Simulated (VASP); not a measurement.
# GaN (F-43m) in VASP: a series of runs, part 2 of 3

VASP 6.6.1. Earlier steps stand in the parts before.

### 4 Relaxation of cell and atoms, RPBE

This run uses another cell than the first one, of 11.44 Å³/atom, 0.951 times its volume.

The input, INCAR:

```
SYSTEM = GaN
ALGO = Normal ; EDIFF = 1E-6
EDIFFG = -0.005 ; ENCUT = 600
GGA = RP ; IBRION = 2
ISIF = 3 ; ISMEAR = -1
LASPH = .TRUE. ; LCHARG = .FALSE.
LREAL = .FALSE. ; LWAVE = .FALSE.
NELM = 80 ; NSW = 80
PREC = Accurate ; SIGMA = 0.05
```

The input, KPOINTS:

```
k-points
0
G
  10 10 10
  0 0 0
```

The input, POSCAR:

```
GaN
1.0
    0.0000000000      2.2535006075      2.2535006075
    2.2535006075      0.0000000000      2.2535006075
    2.2535006075      2.2535006075      0.0000000000
Ga N
1 1
Direct
    0.0000000000      0.0000000000      0.0000000000
    0.2500000000      0.2500000000      0.2500000000
```

Potentials or basis: VASP PAW PBE potentials, release 64 (Ga_d, N).

Started as:

```bash
$ cat potpaw_PBE.64/Ga_d/POTCAR potpaw_PBE.64/N/POTCAR > POTCAR
$ mpirun -np 1 vasp_std > vasp.out
```

OUTCAR:

```text
SYSTEM = GaN
   EDIFF = 1E-6
   EDIFFG = -0.005
   ENCUT = 600
   GGA = RP
   IBRION = 2
   ISIF = 3
   ISMEAR = -1
   LASPH = .TRUE.
   LREAL = .FALSE.
   NELM = 80
   NSW = 80
   PREC = Accurate

 ion  position               nearest neighbor table
   1  0.000  0.000  0.000-   2 1.95   2 1.95   2 1.95   2 1.95
   2  0.250  0.250  0.250-   1 1.95   1 1.95   1 1.95   1 1.95

  LATTYP: Found a face centered cubic cell.
 ALAT       =     4.5070012150

  Lattice vectors:

 A1 = (   0.0000000000,   2.2535006075,   2.2535006075)
 A2 = (   2.2535006075,   0.0000000000,   2.2535006075)
 A3 = (   2.2535006075,   2.2535006075,   0.0000000000)

Analysis of symmetry for initial positions (statically):
=====================================================================
 Subroutine PRICEL returns:
 Original cell was already a primitive cell.

 Routine SETGRP: Setting up the symmetry group for a
 face centered cubic supercell.

 Subroutine GETGRP returns: Found 24 space group operations
 (whereof 24 operations were pure point group operations)
 out of a pool of 48 trial point group operations.

The static configuration has the point symmetry T_d .

Analysis of symmetry for dynamics (positions and initial velocities):
=====================================================================
 Subroutine PRICEL returns:
 Original cell was already a primitive cell.

 Routine SETGRP: Setting up the symmetry group for a
 face centered cubic supercell.

 Subroutine GETGRP returns: Found 24 space group operations
 (whereof 24 operations were pure point group operations)
 out of a pool of 48 trial point group operations.

The dynamic configuration has the point symmetry T_d .

 Subroutine INISYM returns: Found 24 space group operations
 (whereof 24 operations are pure point group operations),
 and found     1 'primitive' translations

----------------------------------------------------------------------------------------

                                     Primitive cell

  volume of cell :      22.8877

  direct lattice vectors                    reciprocal lattice vectors
     0.000000000  2.253500607  2.253500607    -0.221877020  0.221877020  0.221877020
     2.253500607  0.000000000  2.253500607     0.221877020 -0.221877020  0.221877020
     2.253500607  2.253500607  0.000000000     0.221877020  0.221877020 -0.221877020

  length of vectors
     3.186931122  3.186931122  3.186931122     0.384302272  0.384302272  0.384302272

  position of ions in fractional coordinates (direct lattice)
     0.000000000  0.000000000  0.000000000
     0.250000000  0.250000000  0.250000000

  ion indices of the primitive-cell ions
   primitive index   ion index
                 1           1
                 2           2

----------------------------------------------------------------------------------------

 KPOINTS: k-points

Automatic generation of k-mesh.
 Grid dimensions read from file:
 generate k-points for:   10   10   10

 Generating k-lattice:

  Cartesian coordinates                     Fractional coordinates (reciprocal lattice)
    -0.022187702  0.022187702  0.022187702     0.100000000  0.000000000  0.000000000
     0.022187702 -0.022187702  0.022187702     0.000000000  0.100000000  0.000000000
[... 61 lines left out ...]
   NSW    =     80    number of steps for IOM
   IBRION =      2    ionic relax: 0-MD 1-quasi-New 2-CG
   NFREE  =      1    steps in history (QN), initial steepest desc. (CG)
   ISIF   =      3    stress and relaxation
   ISYM   =      2    0-nonsym 1-usesym 2-fastsym
   POTIM  = 0.5000    time-step for ionic-motion
   TEBEG  =    0.0;   TEEND  =   0.0 temperature during run
   PSTRESS=    0.0 pullay stress
   NELECT =      18.0000    total number of electrons
   NUPDOWN=      -1.0000    fix difference up-down
   EMIN   =  10.00;   EMAX   =-10.00  energy-range for DOS
   EFERMI =   0.00;   METHOD = LEGACY
   ISMEAR =    -1;   SIGMA  =   0.05  broadening in eV -4-tet -1-fermi 0-gaus
   EFERMI_NEDOS =   21; number of points for ismear=-14 and -15
   IALGO  =     38    algorithm
   IMIX   =      4    mixing-type and parameters
     AMIX     =   0.40;   BMIX     =  1.00
     AMIX_MAG =   1.60;   BMIX_MAG =  1.00
  volume/ion in A,a.u.               =      11.44        77.23
  Fermi-wavevector in a.u.,A,eV,Ry     =   1.511117  2.855596 31.068543  2.283473
  Thomas-Fermi vector in A             =   2.621216
   LORBIT       =      0    0 simple, 1 ext, 2 COOP (PROOUT), +10 PAW based schemes
   GGA     = RP    functional components
   LHFCALC =     F    Hartree Fock is set to
   AEXX    =    0.0000 exact exchange contribution
   IVDW    =     0    specifies the selected vdW correction
   LEPSILON=     F    determine dielectric tensor
   LRPA    =     F    only Hartree local field effects (RPA)
 conjugate gradient relaxation of ions
 non-spin polarized calculation
  energy-cutoff  :      600.00
  volume of cell :       22.89
 maximum number of plane-waves:       785
 NGX is ok and might be reduce to    28
   NGX = 13   NGY = 13   NGZ = 13

--------------------------------------- Ionic step        1  -------------------------------------------

 number of electron      18.0000005 magnetization

 Free energy of the ion-electron system (eV)
  ---------------------------------------------------
  ext. energy  EPLUGINS =         0.00000000
  ---------------------------------------------------
  free energy    TOTEN  =       -11.30456411 eV

  energy without entropy =      -11.30456411  energy(sigma->0) =      -11.30456411

------------------------ aborting loop because EDIFF is reached ----------------------------------------

  FORCE on cell =-STRESS in cart. coord.  units (eV):
  Direction    XX          YY          ZZ          XY          YZ          ZX
  --------------------------------------------------------------------------------------
  -------------------------------------------------------------------------------------
  Total        1.2654765      1.2654765      1.2654765     -0.0000000      0.0000000      0.0000000
  in kB       88.5852973     88.5852973     88.5852973     -0.0000000      0.0000000      0.0000000
  external PRESSURE =      88.5852973 kB  Pullay stress =       0.0000000 kB
[... 89 lines left out ...]
  FREE ENERGIE OF THE ION-ELECTRON SYSTEM (eV)
  ---------------------------------------------------
  free  energy   TOTEN  =       -11.3355042216 eV

  energy  without entropy=      -11.3355042177  energy(sigma->0) =      -11.33550422

[... ionic steps 4 to 12 ...]

--------------------------------------- Ionic step       13  -------------------------------------------

 number of electron      17.9999996 magnetization

------------------------ aborting loop because EDIFF is reached ----------------------------------------
[... 67 lines left out ...]
--------------------------------------- Ionic step       15  -------------------------------------------

 number of electron      17.9999996 magnetization

 Free energy of the ion-electron system (eV)
  ---------------------------------------------------
  ext. energy  EPLUGINS =         0.00000000
  ---------------------------------------------------
  free energy    TOTEN  =       -11.33550196 eV

  energy without entropy =      -11.33550196  energy(sigma->0) =      -11.33550196

 E-fermi :   5.6697     XC(G=0): -11.2064

 val. band max:        4.8944434638   @ k =   0.0000   0.0000   0.0000
 cond. band min:       6.3531855510   @ k =   0.0000   0.0000   0.0000
 fundamental gap:      1.4587420872
 Fermi energy:         5.6697062428

 k-point     1 :       0.0000    0.0000    0.0000
  band No.  band energies     occupation
      1     -10.6694      2.00000
      2      -8.5245      2.00000
      3      -8.5245      2.00000
      4      -8.5245      2.00000
      5      -8.2524      2.00000
      6      -8.2524      2.00000
      7       4.8944      2.00000
      8       4.8944      2.00000
      9       4.8944      2.00000
     10       6.3532      0.00000
     11      14.9588      0.00000
     12      14.9588      0.00000
     13      14.9588      0.00000
[... 354 lines left out ...]
  band No.  band energies     occupation
      1      -9.8738      2.00000
      2      -8.4046      2.00000
      3      -8.3322      2.00000
      4      -8.3317      2.00000
      5      -8.2002      2.00000
      6      -7.2846      2.00000
      7       0.0038      2.00000
      8       2.5839      2.00000
      9       2.8879      2.00000
     10       9.3355      0.00000
     11      11.7654      0.00000
     12      15.5641      0.00000
     13      17.4067      0.00000

 [... further k-points ...]
[... 5 lines left out ...]
  --------------------------------------------------------------------------------------
  -------------------------------------------------------------------------------------
  Total       -0.0056748     -0.0056748     -0.0056748     -0.0000000      0.0000000      0.0000000
  in kB       -0.3780590     -0.3780590     -0.3780590     -0.0000000      0.0000000      0.0000000
  external PRESSURE =      -0.3780590 kB  Pullay stress =       0.0000000 kB
[... 17 lines left out ...]
  FREE ENERGIE OF THE ION-ELECTRON SYSTEM (eV)
  ---------------------------------------------------
  free  energy   TOTEN  =       -11.3355019627 eV

  energy  without entropy=      -11.3355019589  energy(sigma->0) =      -11.33550196

 reached required accuracy - stopping structural energy minimisation
```

Run time: 61 s. Hardware: 1 thread of Intel Xeon 6975P-C, shared host; peak memory 0.18 GiB.

What came out:

* Free energy: -11.3355 eV
* Relaxed volume: 12.02 Å³/atom
* Relaxed cell: a = 3.240 Å, b = 3.240 Å, c = 3.240 Å, α = 60.00°, β = 60.00°, γ = 60.00°
* Space group after relaxing (to 0.05 Å): F-43m (No. 216)
* Energy gained by relaxing: 15.5 meV/atom
* Ionic steps: 15
* Pressure after relaxing: 0.0 GPa
* Band gap on the k mesh: 1.46 eV, direct

Step by step:
```
step  energy change (eV)  largest force (eV/Å)  pressure (GPa)  volume (Å³)
   1              0.0000                0.0000            8.86        22.89
   2             -0.0124                0.0000           -5.71        25.05
   3             -0.0309                0.0000           -0.13        24.06
   4             -0.0309                0.0000            0.16        24.04
   5             -0.0309                0.0000            0.16        24.04
   6             -0.0309                0.0000            0.18        24.04
   7             -0.0309                0.0000            0.11        24.04
   8             -0.0309                0.0000            0.14        24.04
   9             -0.0309                0.0000            0.13        24.04
  10             -0.0309                0.0000            0.13        24.04
  11             -0.0309                0.0000            0.13        24.04
  12             -0.0309                0.0000            0.13        24.04
  13             -0.0309                0.0000            0.14        24.04
  14             -0.0309                0.0000            0.15        24.05
  15             -0.0309                0.0000           -0.04        24.05
```

Final structure:
```xyz
2
Lattice="0.0000 2.2910 2.2910 2.2910 0.0000 2.2910 2.2910 2.2910 0.0000" Properties=species:S:1:pos:R:3 pbc="T T T"
Ga    0.0000    2.2910    2.2910
N     1.1455    1.1455    1.1455
```

Levels at points of the mesh, in eV from the valence-band top:
| k point | band 5 | band 6 | band 7 | band 8 | band 9 | band 10 | band 11 | band 12 | band 13 |
| --- | --- | --- | --- | --- | --- | --- | --- | --- | --- |
| (0.00, 0.00, 0.00) | -13.15 | -13.15 | 0.00 | 0.00 | 0.00 | 1.46 | 10.06 | 10.06 | 10.06 |
| (0.50, 0.00, 0.00) | -13.11 | -11.92 | -6.68 | -0.90 | -0.90 | 4.38 | 8.57 | 10.17 | 10.17 |
| (0.50, 0.50, 0.00) | -13.08 | -11.50 | -5.89 | -2.52 | -2.52 | 3.40 | 6.46 | 11.51 | 13.55 |

Caveat: the PAW data sets were made with another functional, which shifts forces and pressure a little. As with any semilocal functional, this RPBE gap is likely too small.

[end of part 2 of 3]
